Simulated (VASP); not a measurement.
# MnO (Fm-3m) in VASP: further runs, part 2 of 2

VASP 6.6.1. Earlier steps stand in the parts before.

### Step 3. Single point, PBE, collinear spin, ferromagnetic start (volume scaled by 1.06)

INCAR reads:

```
PREC     = Accurate       # precision mode
ENCUT    = 520            # plane-wave cutoff, eV
EDIFF    = 1E-6           # SCF threshold, eV
ISMEAR   = -1             # smearing method
SIGMA    = 0.05           # smearing width, eV
LREAL    = F              # projectors in reciprocal space
LASPH    = T              # aspherical terms in the spheres
NELM     = 150            # most SCF steps
ALGO     = Normal         # electronic algorithm
ISIF     = 2              # what is computed and relaxed
LWAVE    = F              # write WAVECAR
LCHARG   = T              # write CHGCAR
ISPIN    = 2              # spin polarisation
MAGMOM   = 5 0            # initial moments
LORBIT   = 11             # projections on sites
LMAXMIX  = 4              # l up to which the mixer works
GGA      = PE             # functional
LELF     = T              # ELF
LVHAR    = T            
NBANDS   = 20             # bands
```

KPOINTS reads:

```
regular mesh
0
Gamma
  10 10 10
```

POSCAR reads:

```
MnO
1.0
    0.0000000000      2.2655800279      2.2655800279
    2.2655800279      0.0000000000      2.2655800279
    2.2655800279      2.2655800279      0.0000000000
Mn O
1 1
Direct
    0.0000000000      0.0000000000      0.0000000000
    0.5000000000      0.5000000000      0.5000000000
```

Potentials or basis: VASP PAW PBE potentials, release 64 (Mn_pv, O).

Run with:

```console
$ cat potpaw_PBE.64/Mn_pv/POTCAR potpaw_PBE.64/O/POTCAR > POTCAR
$ mpirun -np 1 vasp_std > vasp.out
```

OUTCAR:

```text
PREC = Accurate
   ENCUT = 520
   EDIFF = 1E-6
   ISMEAR = -1
   LREAL = F
   LASPH = T
   NELM = 150
   ISIF = 2
   ISPIN = 2
   LORBIT = 11
   GGA = PE

 ion  position               nearest neighbor table
   1  0.000  0.000  0.000-   2 2.27   2 2.27   2 2.27   2 2.27   2 2.27   2 2.27
   2  0.500  0.500  0.500-   1 2.27   1 2.27   1 2.27   1 2.27   1 2.27   1 2.27

  LATTYP: Found a face centered cubic cell.
 ALAT       =     4.5311600558

  Lattice vectors:

[... 1317 lines left out ...]
  in kB      -59.2257573    -59.2257573    -59.2257573     -0.0000000      0.0000000      0.0000000
  external PRESSURE =     -59.2257573 kB  Pullay stress =       0.0000000 kB

 VOLUME and BASIS-vectors are now :
 -----------------------------------------------------------------------------
  energy-cutoff  :      520.00
  volume of cell :       23.26
      direct lattice vectors                 reciprocal lattice vectors
     0.000000000  2.265580028  2.265580028    -0.220694036  0.220694036  0.220694036
     2.265580028  0.000000000  2.265580028     0.220694036 -0.220694036  0.220694036
     2.265580028  2.265580028  0.000000000     0.220694036  0.220694036 -0.220694036

 POSITION                                       TOTAL-FORCE (eV/Angst)
 -----------------------------------------------------------------------------------
      0.00000      0.00000      0.00000        -0.000000      0.000000     -0.000000
      2.26558      2.26558      2.26558         0.000000     -0.000000      0.000000
 -----------------------------------------------------------------------------------
    total drift:                                0.000000     -0.000000     -0.000000

  FREE ENERGIE OF THE ION-ELECTRON SYSTEM (eV)
  ---------------------------------------------------
  free  energy   TOTEN  =       -16.3829693909 eV

  energy  without entropy=      -16.3768581272  energy(sigma->0) =      -16.37991376

 total charge

# of ion       s       p       d       tot
------------------------------------------
    1        0.195   6.159   4.945  11.298
    2        1.560   3.394   0.000   4.954
--------------------------------------------------
tot          1.755   9.553   4.945  16.252

 magnetization (x)

# of ion       s       p       d       tot
------------------------------------------
    1        0.035   0.025   4.361   4.421
    2        0.029   0.177   0.000   0.206
--------------------------------------------------
tot          0.064   0.202   4.361   4.627
```

OSZICAR:

```text
N       E                     dE             d eps       ncg     rms          rms(c)
DAV:   1     0.169808207306E+03    0.16981E+03   -0.10838E+04  3776   0.114E+03
DAV:   2    -0.101943000103E+02   -0.18000E+03   -0.16740E+03  3892   0.322E+02
DAV:   3    -0.187804249497E+02   -0.85861E+01   -0.85074E+01  4276   0.766E+01
DAV:   4    -0.188450642412E+02   -0.64639E-01   -0.64626E-01  4284   0.690E+00
DAV:   5    -0.188456702359E+02   -0.60599E-03   -0.60599E-03  4224   0.666E-01    0.133E+01
DAV:   6    -0.165801005200E+02    0.22656E+01   -0.94306E+00  5052   0.315E+01    0.116E+01
DAV:   7    -0.163980784872E+02    0.18202E+00   -0.11809E+00  4332   0.139E+01    0.700E+00
DAV:   8    -0.163915335809E+02    0.65449E-02   -0.12660E-01  4132   0.264E+00    0.430E+00
DAV:   9    -0.163805332181E+02    0.11000E-01   -0.29272E-02  3940   0.190E+00    0.109E+00
DAV:  10    -0.163829210831E+02   -0.23879E-02   -0.70397E-03  3912   0.950E-01    0.199E-01
DAV:  11    -0.163829250546E+02   -0.39715E-05   -0.51271E-04  4316   0.191E-01    0.630E-02
DAV:  12    -0.163829500145E+02   -0.24960E-04   -0.25393E-05  4188   0.551E-02    0.359E-02
DAV:  13    -0.163829631630E+02   -0.13148E-04   -0.97804E-06  4248   0.262E-02    0.308E-02
DAV:  14    -0.163829692668E+02   -0.61038E-05   -0.34326E-06  4016   0.183E-02    0.482E-03
DAV:  15    -0.163829693909E+02   -0.12404E-06   -0.35297E-07  2248   0.451E-03
   1 F= -.16382969E+02 E0= -.16379914E+02  d E =-.611126E-02  mag=     4.8862
```

Run time: 30 s. Hardware: 1 thread of Intel Xeon Platinum 8259CL at 2.50GHz (Skylake/Cascade Lake), shared host; peak memory 0.17 GiB.

Results:

```
Free energy                                           : -16.3830 eV
Pressure                                              : -5.9 GPa
Net moment                                            : 4.89 μB per cell
Site moments                                          : Mn +4.42; O +0.21 μB
Valence electrons inside the program's atomic spheres : Mn 11.30; O 4.95
```

Caveat: the cell differs from its parent crystal (volume scaled by 1.06); a cell with one magnetic atom can't hold antiferromagnetic order, which such compounds often take; semilocal functionals often make such compounds metallic where correlation or magnetic order opens a gap, which also shifts bond lengths.

### Step 4. Single point, PBE, collinear spin, ferromagnetic start

This run uses another cell than the first one, of 10.97 Å³/atom, 0.962 times its volume.

INCAR, as its differences from that of step 3:

```diff
@@ -11,5 +11,5 @@
 LWAVE    = F              # write WAVECAR
-LCHARG   = T              # write CHGCAR
+LCHARG   = F              # write CHGCAR
 ISPIN    = 2              # spin polarisation
-MAGMOM   = 5 0            # initial moments
+MAGMOM   = 4 0            # initial moments
 LORBIT   = 11             # projections on sites
@@ -17,4 +17,2 @@
 GGA      = PE             # functional
-LELF     = T              # ELF
-LVHAR    = T            
 NBANDS   = 20             # bands
```

KPOINTS reads:

```
regular mesh
0
Gamma
  6 6 6
```

POSCAR reads:

```
MnO
1.0
    0.0000000000      2.2220003300      2.2220003300
    2.2220003300      0.0000000000      2.2220003300
    2.2220003300      2.2220003300      0.0000000000
Mn O
1 1
Direct
    0.0000000000      0.0000000000      0.0000000000
    0.5000000000      0.5000000000      0.5000000000
```

Run with:

```console
$ cat potpaw_PBE.64/Mn_pv/POTCAR potpaw_PBE.64/O/POTCAR > POTCAR
$ mpirun -np 1 vasp_std > vasp.out
```

Run time: 9.6 s. Hardware: 1 thread of Intel Xeon 6975P-C, shared host; peak memory 0.15 GiB.

Results (log left out):

```yaml
Free_energy: -16.4173 eV
Pressure: -0.9 GPa
Net_moment: 4.72 μB per cell
Site_moments: Mn +4.30; O +0.19 μB
Valence_electrons_inside_the_program's_atomic_spheres: Mn 11.36; O 4.97
```

Levels at points of the mesh, in eV from the Fermi level:
Spin up:
```tsv
k point	band 9	band 10	band 11	band 12	band 13	band 14	band 15	band 16
(0.00, 0.00, 0.00)	-3.20	-3.20	-2.68	-2.68	-0.50	14.00	16.36	16.36
(0.50, 0.00, 0.00)	-2.31	-1.87	0.21	0.21	3.50	7.75	11.91	11.91
(0.50, 0.50, 0.00)	-2.25	-2.03	-2.03	-1.90	5.05	7.84	10.44	13.68
```
Spin down:
| k point | band 3 | band 4 | band 5 | band 6 | band 7 | band 8 | band 9 | band 10 | band 11 | band 12 |
| --- | --- | --- | --- | --- | --- | --- | --- | --- | --- | --- |
| (0.00, 0.00, 0.00) | -45.73 | -19.86 | -3.39 | -3.39 | -3.39 | 0.72 | 0.72 | 0.72 | 0.79 | 1.35 |
| (0.50, 0.00, 0.00) | -45.74 | -18.90 | -7.39 | -4.87 | -4.87 | 1.91 | 1.95 | 1.95 | 3.62 | 3.62 |
| (0.50, 0.50, 0.00) | -45.76 | -18.93 | -6.44 | -4.36 | -4.36 | -0.85 | 1.94 | 2.14 | 2.38 | 2.38 |

Caveat: the k points lie up to 0.41 Å⁻¹ apart; a cell with one magnetic atom can't hold antiferromagnetic order, which such compounds often take; semilocal functionals often make such compounds metallic where correlation or magnetic order opens a gap, which also shifts bond lengths.

### Step 5. Single point, PBE, collinear spin, zero start

This run uses another cell than the first one, of 10.97 Å³/atom, 0.962 times its volume.

INCAR reads:

```
ALGO = Normal
EDIFF = 1E-6
ENCUT = 520
GGA = PE
ISIF = 2
ISMEAR = -1
ISPIN = 2
LASPH = T
LCHARG = F
LMAXMIX = 4
LORBIT = 11
LREAL = F
LWAVE = F
MAGMOM = 0 0
NBANDS = 20
NELM = 150
NUPDOWN = 0.0
PREC = Accurate
SIGMA = 0.05
```

KPOINTS reads:

```
k-points
0
Gamma
  9 9 9
```

POSCAR is that of step 4.

Potentials or basis: VASP PAW PBE potentials, release 64 (Mn_pv, O).

Run with:

```console
$ cat potpaw_PBE.64/Mn_pv/POTCAR potpaw_PBE.64/O/POTCAR > POTCAR
$ mpirun -np 1 vasp_std > vasp.out
```

OUTCAR:

```text
EDIFF = 1E-6
   ENCUT = 520
   GGA = PE
   ISIF = 2
   ISMEAR = -1
   ISPIN = 2
   LASPH = T
   LORBIT = 11
   LREAL = F
   NELM = 150
   NUPDOWN = 0.0
   PREC = Accurate

 ion  position               nearest neighbor table
   1  0.000  0.000  0.000-   2 2.22   2 2.22   2 2.22   2 2.22   2 2.22   2 2.22
   2  0.500  0.500  0.500-   1 2.22   1 2.22   1 2.22   1 2.22   1 2.22   1 2.22

  LATTYP: Found a face centered cubic cell.
 ALAT       =     4.4440006600

  Lattice vectors:

 A1 = (   0.0000000000,   2.2220003300,   2.2220003300)
 A2 = (   2.2220003300,   0.0000000000,   2.2220003300)
 A3 = (   2.2220003300,   2.2220003300,   0.0000000000)

Analysis of symmetry for initial positions (statically):
=====================================================================
 Subroutine PRICEL returns:
 Original cell was already a primitive cell.

 Routine SETGRP: Setting up the symmetry group for a
 face centered cubic supercell.

 Subroutine GETGRP returns: Found 48 space group operations
 (whereof 48 operations were pure point group operations)
 out of a pool of 48 trial point group operations.

The static configuration has the point symmetry O_h .

Analysis of symmetry for dynamics (positions and initial velocities):
=====================================================================
 Subroutine PRICEL returns:
 Original cell was already a primitive cell.

 Routine SETGRP: Setting up the symmetry group for a
 face centered cubic supercell.

 Subroutine GETGRP returns: Found 48 space group operations
 (whereof 48 operations were pure point group operations)
 out of a pool of 48 trial point group operations.

The dynamic configuration has the point symmetry O_h .

Analysis of structural, dynamic, and magnetic symmetry:
=====================================================================
 Subroutine PRICEL returns:
[... 149 lines left out ...]

 Free energy of the ion-electron system (eV)
  ---------------------------------------------------
  ext. energy  EPLUGINS =         0.00000000
  ---------------------------------------------------
  free energy    TOTEN  =       -14.27359644 eV

  energy without entropy =      -14.20827667  energy(sigma->0) =      -14.24093655

 E-fermi :   7.0299     XC(G=0): -12.0173

 val. band max:        7.0288762281   @ k =  -0.3333   0.3333   0.0000
 cond. band min:       7.0305114214   @ k =  -0.3333   0.3333   0.0000
 fundamental gap:      0.0016351932
 Fermi energy:         7.0290552050

 spin component 1

 k-point     1 :       0.0000    0.0000    0.0000
  band No.  band energies     occupation
      1     -41.0709      1.00000
      2     -41.0709      1.00000
      3     -41.0709      1.00000
      4     -13.1429      1.00000
      5       3.2939      1.00000
      6       3.2939      1.00000
[... 541 lines left out ...]
     19      33.7860      0.00000
     20      35.7027      0.00000

 [... further k-points ...]

 spin component 2

 k-point     1 :       0.0000    0.0000    0.0000
  band No.  band energies     occupation
      1     -41.0715      1.00000
      2     -41.0715      1.00000
      3     -41.0715      1.00000
      4     -13.1426      1.00000
      5       3.2943      1.00000
      6       3.2943      1.00000
[... 541 lines left out ...]
     19      33.7857      0.00000
     20      35.7027      0.00000

 [... further k-points ...]

------------------------ aborting loop because EDIFF is reached ----------------------------------------

  FORCE on cell =-STRESS in cart. coord.  units (eV):
  Direction    XX          YY          ZZ          XY          YZ          ZX
  --------------------------------------------------------------------------------------
  -------------------------------------------------------------------------------------
  Total       -4.6027367     -4.6027367     -4.6027367      0.0000000      0.0000000     -0.0000000
  in kB     -336.0967862   -336.0967862   -336.0967862      0.0000000      0.0000000     -0.0000000
  external PRESSURE =    -336.0967862 kB  Pullay stress =       0.0000000 kB

 VOLUME and BASIS-vectors are now :
 -----------------------------------------------------------------------------
  energy-cutoff  :      520.00
  volume of cell :       21.94
      direct lattice vectors                 reciprocal lattice vectors
     0.000000000  2.222000330  2.222000330    -0.225022469  0.225022469  0.225022469
     2.222000330  0.000000000  2.222000330     0.225022469 -0.225022469  0.225022469
     2.222000330  2.222000330  0.000000000     0.225022469  0.225022469 -0.225022469

 POSITION                                       TOTAL-FORCE (eV/Angst)
 -----------------------------------------------------------------------------------
      0.00000      0.00000      0.00000        -0.000000      0.000000      0.000000
      2.22200      2.22200      2.22200         0.000000     -0.000000     -0.000000
 -----------------------------------------------------------------------------------
    total drift:                                0.000000     -0.000000     -0.000000

  FREE ENERGIE OF THE ION-ELECTRON SYSTEM (eV)
  ---------------------------------------------------
  free  energy   TOTEN  =       -14.2735964392 eV

  energy  without entropy=      -14.2082766679  energy(sigma->0) =      -14.24093655

 total charge

# of ion       s       p       d       tot
------------------------------------------
    1        0.179   6.148   5.075  11.403
    2        1.549   3.357   0.000   4.906
--------------------------------------------------
tot          1.728   9.505   5.075  16.309

 magnetization (x)

# of ion       s       p       d       tot
------------------------------------------
    1       -0.000  -0.000  -0.000  -0.000
    2       -0.000   0.000   0.000   0.000
--------------------------------------------------
tot         -0.000   0.000  -0.000   0.000
```

OSZICAR:

```text
N       E                     dE             d eps       ncg     rms          rms(c)
DAV:   1     0.169765854163E+03    0.16977E+03   -0.10285E+04  2808   0.111E+03
DAV:   2    -0.879184127134E+01   -0.17856E+03   -0.16864E+03  2868   0.326E+02
DAV:   3    -0.171467036159E+02   -0.83549E+01   -0.82190E+01  3144   0.754E+01
DAV:   4    -0.172108543419E+02   -0.64151E-01   -0.64128E-01  3224   0.690E+00
DAV:   5    -0.172114231237E+02   -0.56878E-03   -0.56877E-03  3096   0.648E-01    0.143E+01
DAV:   6    -0.175819692117E+02   -0.37055E+00   -0.22831E+01  3536   0.479E+01    0.214E+01
DAV:   7    -0.144208562994E+02    0.31611E+01   -0.21947E+01  3168   0.383E+01    0.493E+00
DAV:   8    -0.142685385927E+02    0.15232E+00   -0.53645E-01  3264   0.639E+00    0.182E+00
DAV:   9    -0.142823309305E+02   -0.13792E-01   -0.56632E-02  3340   0.190E+00    0.804E-01
DAV:  10    -0.142754865016E+02    0.68444E-02   -0.54560E-03  3132   0.857E-01    0.408E-01
DAV:  11    -0.142736749897E+02    0.18115E-02   -0.39207E-03  3844   0.621E-01    0.891E-02
DAV:  12    -0.142738668872E+02   -0.19190E-03   -0.73692E-04  3828   0.293E-01    0.144E-01
DAV:  13    -0.142735983533E+02    0.26853E-03   -0.36934E-04  4000   0.218E-01    0.200E-02
DAV:  14    -0.142735970943E+02    0.12590E-05   -0.44621E-05  3260   0.589E-02    0.120E-02
DAV:  15    -0.142735959672E+02    0.11270E-05   -0.42118E-06  3008   0.156E-02    0.247E-03
DAV:  16    -0.142735964392E+02   -0.47192E-06   -0.18748E-06  1520   0.521E-03
   1 F= -.14273596E+02 E0= -.14240937E+02  d E =-.653198E-01  mag=    -0.0000
```

Run time: 49 s. Hardware: 1 thread of Intel Xeon 6975P-C, shared host; peak memory 0.16 GiB.

What came out:

| Property | Result |
| --- | --- |
| Free energy | -14.2736 eV |
| Pressure | -33.6 GPa |
| Net moment | 0.00 μB per cell |
| Valence electrons inside the program's atomic spheres | Mn 11.40; O 4.91 |

Caveat: the total moment is fixed, so each spin has its own Fermi level.

### Step 6. Single point, PBE, collinear spin, ferromagnetic start

This run uses another cell than the first one, of 10.97 Å³/atom, 0.962 times its volume.

INCAR reads:

```
SYSTEM = MnO
  PREC = Accurate
  ENCUT = 520
  EDIFF = 1E-6
  ISMEAR = -1
  SIGMA = 0.05
  LREAL = .FALSE.
  LASPH = .TRUE.
  NELM = 150
  ALGO = Normal
  ISIF = 2
  LWAVE = .FALSE.
  LCHARG = .FALSE.
  ISPIN = 2
  MAGMOM = 1 0
  LORBIT = 11
  NUPDOWN = 1.0
  LMAXMIX = 4
  GGA = PE
  NBANDS = 20
```

KPOINTS reads:

```
Automatic mesh
0
G
  9 9 9
  0 0 0
```

POSCAR is that of step 5.

Potentials or basis: VASP PAW PBE potentials, release 64 (Mn_pv, O).

Run with:

```console
$ cat potpaw_PBE.64/Mn_pv/POTCAR potpaw_PBE.64/O/POTCAR > POTCAR
$ mpirun -np 1 vasp_std > vasp.out
```

Wall time 53 s (1 thread of Intel Xeon 6975P-C, shared host); peak memory 0.16 GiB.

Results (log left out):

* Free energy: -14.6455 eV
* Pressure: -24.7 GPa
* Net moment: 1.00 μB per cell
* Site moments: Mn +0.95; O +0.05 μB
* Valence electrons inside the program's atomic spheres: Mn 11.40; O 4.91

Caveat: the total moment is fixed, so each spin has its own Fermi level; a cell with one magnetic atom can't hold antiferromagnetic order, which such compounds often take.

### Step 7. The runs side by side

| spin | fixed moment (μB) | cell | k mesh | gap on the mesh (eV) | pressure (GPa) | moment (μB) |
| --- | --- | --- | --- | --- | --- | --- |
| collinear, ferromagnetic start | - | a = 3.184 Å, angles 60.0°, 2 atoms | 10 × 10 × 10 | none | -4.2 | 4.84 |
| collinear, ferromagnetic start | - | a = 3.204 Å, angles 60.0°, 2 atoms | 10 × 10 × 10 | none | -5.9 | 4.89 |
| collinear, ferromagnetic start | - | a = 3.142 Å, angles 60.0°, 2 atoms | 6 × 6 × 6 | none | -0.9 | 4.72 |
| collinear, zero start | 0.0 | a = 3.142 Å, angles 60.0°, 2 atoms | 9 × 9 × 9 | - | -33.6 | 0.00 |
| collinear, ferromagnetic start | 1.0 | a = 3.142 Å, angles 60.0°, 2 atoms | 9 × 9 × 9 | - | -24.7 | 1.00 |

Alike in all rows: task single point; level PBE; potentials or basis VASP PAW PBE potentials, release 64 (Mn_pv, O); cutoff (eV) 520; smearing fermi-dirac 0.05 eV.

Caveats: some runs use coarse meshes; a cell with one magnetic atom can't hold antiferromagnetic order, which such compounds often take (some runs); semilocal functionals often make such compounds metallic where correlation or magnetic order opens a gap, which also shifts bond lengths (some runs); the total moment is fixed, so each spin has its own Fermi level (some runs).

Total energies depend on the potentials used, so only differences within one code and one set of settings carry meaning.
